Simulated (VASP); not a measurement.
# AlN (P6_3mc) in VASP: further runs

The runs below take AlN through single point, relaxation of cell and atoms, with LDA.

Everything below comes from runs of VASP 6.6.1. Logs are shortened: lines on timing, memory, paths and dates and some standing lists are left out, and cuts for length are marked.

## 1. The cell of the first run

The structure is hexagonal, space group P6_3mc (No. 186). Conventional cell: a = 3.089 Å, b = 3.089 Å, c = 4.943 Å, α = 90.00°, β = 90.00°, γ = 120.00°. Al (site symmetry 3m) has 4 N at 1.88 to 1.89 Å within 2.5 Å. N (site symmetry 3m) has 4 Al at 1.88 to 1.89 Å within 2.5 Å.

## 2. Single point, LDA

INCAR

```
ALGO     = Normal         # electronic algorithm
EDIFF    = 1E-6           # SCF threshold, eV
ENCUT    = 520            # plane-wave cutoff, eV
GGA      = CA             # functional
ISIF     = 2              # what is computed and relaxed
ISMEAR   = 0              # smearing method
LASPH    = T              # aspherical terms in the spheres
LCHARG   = F              # write CHGCAR
LREAL    = F              # projectors in reciprocal space
LWAVE    = F              # write WAVECAR
NBANDS   = 16             # bands
NELM     = 100            # most SCF steps
PREC     = Accurate       # precision mode
SIGMA    = 0.01           # smearing width, eV
```

KPOINTS

```
k-points
0
Gamma
  8 8 4
```

POSCAR

```
AlN
1.0
    3.0887238378      0.0000000000      0.0000000000
   -1.5443619189      2.6749133088      0.0000000000
    0.0000000000      0.0000000000      4.9432741722
Al N
2 2
Direct
    0.3333333333      0.6666666667      0.0000092725
    0.6666666667      0.3333333333      0.5000092725
    0.3333333333      0.6666666667      0.3819907275
    0.6666666667      0.3333333333      0.8819907275
```

Potentials or basis: VASP PAW LDA potentials, release 64 (Al, N).

On the command line:

```console
$ cat potpaw_LDA.64/Al/POTCAR potpaw_LDA.64/N/POTCAR > POTCAR
$ mpirun -np 1 vasp_std > vasp.out
```

OUTCAR:

```text
EDIFF = 1E-6
   ENCUT = 520
   GGA = CA
   ISIF = 2
   ISMEAR = 0
   LASPH = T
   LREAL = F
   NELM = 100
   PREC = Accurate

 ion  position               nearest neighbor table
   1  0.333  0.667  0.000-   4 1.88   4 1.88   4 1.88   3 1.89   2 3.05   2 3.05   2 3.05   2 3.05
                             2 3.05   2 3.05
   2  0.667  0.333  0.500-   3 1.88   3 1.88   3 1.88   4 1.89   1 3.05   1 3.05   1 3.05   1 3.05
                             1 3.05   1 3.05
   3  0.333  0.667  0.382-   2 1.88   2 1.88   2 1.88   1 1.89
   4  0.667  0.333  0.882-   1 1.88   1 1.88   1 1.88   2 1.89

  LATTYP: Found a hexagonal cell.
 ALAT       =     3.0887238378
 C/A-ratio  =     1.6004260762

  Lattice vectors:

 A1 = (   3.0887238378,   0.0000000000,   0.0000000000)
 A2 = (  -1.5443619189,   2.6749133088,   0.0000000000)
 A3 = (   0.0000000000,   0.0000000000,   4.9432741722)

Analysis of symmetry for initial positions (statically):
=====================================================================
 Subroutine PRICEL returns:
 Original cell was already a primitive cell.

 Routine SETGRP: Setting up the symmetry group for a
 hexagonal supercell.

 Subroutine GETGRP returns: Found 12 space group operations
 (whereof  6 operations were pure point group operations)
 out of a pool of 24 trial point group operations.

The static configuration has the point symmetry C_3v.
 The point group associated with its full space group is C_6v.

Analysis of symmetry for dynamics (positions and initial velocities):
=====================================================================
 Subroutine PRICEL returns:
 Original cell was already a primitive cell.

 Routine SETGRP: Setting up the symmetry group for a
 hexagonal supercell.

 Subroutine GETGRP returns: Found 12 space group operations
 (whereof  6 operations were pure point group operations)
 out of a pool of 24 trial point group operations.

The dynamic configuration has the point symmetry C_3v.
 The point group associated with its full space group is C_6v.

 Subroutine INISYM returns: Found 12 space group operations
 (whereof  6 operations are pure point group operations),
 and found     1 'primitive' translations

[... 97 lines left out ...]
   NELM   =    100;   NELMIN=  2; NELMDL= -5     # of ELM steps
   EDIFF  = 0.1E-05   stopping-criterion for ELM
   LREAL  =      F    real-space projection
   EDIFFG = 0.1E-04   stopping-criterion for IOM
   NSW    =      0    number of steps for IOM
   IBRION =     -1    ionic relax: 0-MD 1-quasi-New 2-CG
   NFREE  =      0    steps in history (QN), initial steepest desc. (CG)
   ISIF   =      2    stress and relaxation
   ISYM   =      2    0-nonsym 1-usesym 2-fastsym
   POTIM  = 0.5000    time-step for ionic-motion
   TEBEG  =    0.0;   TEEND  =   0.0 temperature during run
   PSTRESS=    0.0 pullay stress
   NELECT =      16.0000    total number of electrons
   NUPDOWN=      -1.0000    fix difference up-down
   EMIN   =  10.00;   EMAX   =-10.00  energy-range for DOS
   EFERMI =   0.00;   METHOD = LEGACY
   ISMEAR =     0;   SIGMA  =   0.01  broadening in eV -4-tet -1-fermi 0-gaus
   EFERMI_NEDOS =   21; number of points for ismear=-14 and -15
   IALGO  =     38    algorithm
   IMIX   =      4    mixing-type and parameters
     AMIX     =   0.40;   BMIX     =  1.00
     AMIX_MAG =   1.60;   BMIX_MAG =  1.00
  volume/ion in A,a.u.               =      10.21        68.90
  Fermi-wavevector in a.u.,A,eV,Ry     =   1.197881  2.263667 19.523255  1.434919
  Thomas-Fermi vector in A             =   2.333784
   LORBIT       =      0    0 simple, 1 ext, 2 COOP (PROOUT), +10 PAW based schemes
   GGA     = CA    functional components
   LHFCALC =     F    Hartree Fock is set to
   AEXX    =    0.0000 exact exchange contribution
   IVDW    =     0    specifies the selected vdW correction
   LEPSILON=     F    determine dielectric tensor
   LRPA    =     F    only Hartree local field effects (RPA)
 non-spin polarized calculation
 Gauss-broadening in eV      SIGMA  =   0.01
  energy-cutoff  :      520.00
  volume of cell :       40.84
 maximum number of plane-waves:      1124
 NGX is ok and might be reduce to    24
   NGX = 11   NGY = 11   NGZ = 19

 number of electron      15.9999997 magnetization

 Free energy of the ion-electron system (eV)
  ---------------------------------------------------
  ext. energy  EPLUGINS =         0.00000000
  ---------------------------------------------------
  free energy    TOTEN  =       -32.84099948 eV

  energy without entropy =      -32.84099948  energy(sigma->0) =      -32.84099948

 E-fermi :   6.2260     XC(G=0): -11.3433

 val. band max:        6.1151258187   @ k =   0.0000   0.0000   0.0000
 cond. band min:      10.5386010993   @ k =   0.0000   0.0000   0.0000
 fundamental gap:      4.4234752806
 Fermi energy:         6.2259589602

 k-point     1 :       0.0000    0.0000    0.0000
  band No.  band energies     occupation
      1      -9.0583      2.00000
      2      -6.7644      2.00000
      3      -0.0393      2.00000
      4       5.2251      2.00000
      5       5.2251      2.00000
      6       5.8866      2.00000
[... 433 lines left out ...]
      3       0.9058      2.00000
      4       0.9058      2.00000
      5       4.5818      2.00000
      6       4.5818      2.00000
[... 8 lines left out ...]
     15      19.3362      0.00000
     16      19.3362      0.00000

 [... further k-points ...]

------------------------ aborting loop because EDIFF is reached ----------------------------------------

  FORCE on cell =-STRESS in cart. coord.  units (eV):
  Direction    XX          YY          ZZ          XY          YZ          ZX
  --------------------------------------------------------------------------------------
  -------------------------------------------------------------------------------------
  Total        0.1582490      0.1582490      0.1514468      0.0000000     -0.0000000     -0.0000000
  in kB        6.2079497      6.2079497      5.9411063      0.0000000     -0.0000000     -0.0000000
  external PRESSURE =       6.1190019 kB  Pullay stress =       0.0000000 kB

 VOLUME and BASIS-vectors are now :
 -----------------------------------------------------------------------------
  energy-cutoff  :      520.00
  volume of cell :       40.84
      direct lattice vectors                 reciprocal lattice vectors
     3.088723838  0.000000000  0.000000000     0.323758307  0.186921946  0.000000000
    -1.544361919  2.674913309  0.000000000     0.000000000  0.373843891  0.000000000
     0.000000000  0.000000000  4.943274172     0.000000000  0.000000000  0.202295071

 POSITION                                       TOTAL-FORCE (eV/Angst)
 -----------------------------------------------------------------------------------
     -0.00000      1.78328      0.00005        -0.000000      0.000000     -0.000613
      1.54436      0.89164      2.47168         0.000000     -0.000000     -0.000613
     -0.00000      1.78328      1.88828         0.000000     -0.000000      0.000613
      1.54436      0.89164      4.35992        -0.000000     -0.000000      0.000613
 -----------------------------------------------------------------------------------
    total drift:                               -0.000000      0.000000     -0.000547

  FREE ENERGIE OF THE ION-ELECTRON SYSTEM (eV)
  ---------------------------------------------------
  free  energy   TOTEN  =       -32.8409994835 eV

  energy  without entropy=      -32.8409994835  energy(sigma->0) =      -32.84099948
```

Run time: 12 s. Hardware: 1 thread of Intel Xeon Platinum 8259CL at 2.50GHz (Skylake/Cascade Lake), shared host; peak memory 0.14 GiB.

What came out:

```yaml
Free_energy: -32.8410 eV
Pressure: 0.6 GPa
Band_gap_on_the_k_mesh: 4.42 eV, direct
```

Levels at points of the mesh, in eV from the valence-band top:
| k point | band 6 | band 7 | band 8 | band 9 | band 10 | band 11 |
| --- | --- | --- | --- | --- | --- | --- |
| (0.00, 0.00, 0.00) | -0.23 | -0.23 | 0.00 | 4.42 | 6.73 | 10.66 |
| (0.50, 0.00, 0.00) | -2.15 | -1.84 | -0.71 | 5.72 | 5.72 | 8.27 |
| (0.00, 0.00, 0.50) | -0.57 | -0.57 | -0.57 | 6.61 | 6.61 | 10.32 |
| (0.50, 0.00, 0.50) | -1.51 | -1.40 | -1.40 | 5.26 | 5.26 | 9.21 |

## 3. Relaxation of cell and atoms, LDA

This run uses another cell than the first one, of 10.43 Å³/atom, 1.021 times its volume.

INCAR

```
SYSTEM = AlN
PREC = Accurate
ENCUT = 600
EDIFF = 1E-6
ISMEAR = 0
SIGMA = 0.01
LREAL = .FALSE.
LASPH = .TRUE.
NELM = 100
ALGO = Normal
ISIF = 3
LWAVE = .FALSE.
LCHARG = .FALSE.
GGA = CA
IBRION = 2
NSW = 80
EDIFFG = -0.003
```

KPOINTS

```
Automatic mesh
0
G
  8 8 4
  0 0 0
```

POSCAR

```
AlN
1.0
    3.1100000000      0.0000000000      0.0000000000
   -1.5550000000      2.6933390100      0.0000000000
    0.0000000000      0.0000000000      4.9800000000
Al N
2 2
Direct
    0.3333333333      0.6666666667      0.0000000000
    0.6666666667      0.3333333333      0.5000000000
    0.3333333333      0.6666666667      0.3820000000
    0.6666666667      0.3333333333      0.8820000000
```

Potentials or basis: VASP PAW LDA potentials, release 64 (Al, N).

On the command line:

```console
$ cat potpaw_LDA.64/Al/POTCAR potpaw_LDA.64/N/POTCAR > POTCAR
$ mpirun -np 1 vasp_std > vasp.out
```

It took 47 s on 1 thread of Intel Xeon Platinum 8259CL at 2.50GHz (Skylake/Cascade Lake), shared host; peak memory 0.16 GiB.

The run converged. Its results:

```
Free energy                            : -32.8434 eV
Relaxed volume                         : 10.24 Å³/atom
Relaxed cell                           : a = 3.091 Å, b = 3.091 Å, c = 4.948 Å, α = 90.00°, β = 90.00°, γ = 120.00°
Space group after relaxing (to 0.05 Å) : P6_3mc (No. 186)
Energy gained by relaxing              : 2.3 meV/atom
Ionic steps                            : 8
Pressure after relaxing                : 0.0 GPa
Band gap on the k mesh                 : 4.40 eV, direct
```

The path:
```csv
step,energy change (eV),largest force (eV/Å),pressure (GPa),volume (Å³)
1,0.0000,0.0157,-3.83,41.71
2,-0.0006,0.0171,3.88,40.23
3,-0.0092,0.0007,-0.02,40.95
4,-0.0092,0.0009,0.06,40.93
5,-0.0092,0.0051,-0.04,40.95
6,-0.0093,0.0044,-0.03,40.95
7,-0.0093,0.0037,-0.01,40.95
8,-0.0093,0.0008,0.00,40.94
```

Final structure:
```
Al N
1.0
     3.09108    0.00000    0.00000
    -1.54554    2.67695    0.00000
     0.00000    0.00000    4.94824
Al N
2 2
Cartesian
  0.0000 1.7846 0.0002
  1.5455 0.8923 2.4743
  0.0000 1.7846 1.8900
  1.5455 0.8923 4.3641
```

Levels at points of the mesh, in eV from the valence-band top:
```
           k point  band 4  band 5  band 6  band 7  band 8  band 9  band 10  band 11  band 12
(0.00, 0.00, 0.00)   -0.89   -0.89   -0.23   -0.23    0.00    4.40     6.71    10.64    11.08
(0.50, 0.00, 0.00)   -4.25   -3.43   -2.14   -1.84   -0.71    5.72     5.72     8.25    10.28
(0.00, 0.00, 0.50)   -3.37   -0.57   -0.57   -0.57   -0.57    6.59     6.59    10.30    10.30
(0.50, 0.00, 0.50)   -5.74   -1.50   -1.50   -1.40   -1.40    5.25     5.25     9.19     9.19
```
